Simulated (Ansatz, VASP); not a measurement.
**One calculation of Cu, two programs**

```
CELL_PARAMETERS angstrom
-1.47553 1.47553 1.37956
1.47553 -1.47553 1.37956
2.95106 2.95106 0.00000
ATOMIC_POSITIONS crystal
Cu 0.94489 0.05524 0.00000
Cu 0.55511 0.44476 0.50000
```

Alike in both runs: functional PBE; k mesh 14 × 14 × 8; occupations gaussian, width 0.15 eV; no spin polarisation.

Ansatz relaxed the structure, and its values are those at the end. VASP's run is a single point on that final structure, the one shown.

```csv
,VASP,Ansatz
version,VASP 6.6.1,Ansatz 0.2.0
potentials or method,"VASP PAW PBE potentials, release 64 (Cu), cutoff 520 eV","scalar-relativistic, plane waves, PAW"
valence electrons in the cell,22,38
```

|  | VASP | Ansatz | Ansatz less VASP |
| --- | --- | --- | --- |
| gap on the k mesh at the Fermi level (eV) | none | none | - |
| pressure (GPa) | 1.1 | 0.0 | -1.14 |
| rms of the force components (eV/Å) | 0.004 | 0.004 | +0.0003 |

A gap of «none» marks a metal or a gap that the smearing closes. VASP's potentials hold 22 valence electrons a cell and Ansatz's 38, so a difference there can come from the potentials and not from the codes. Ansatz's warnings: stress scf threshold loose.
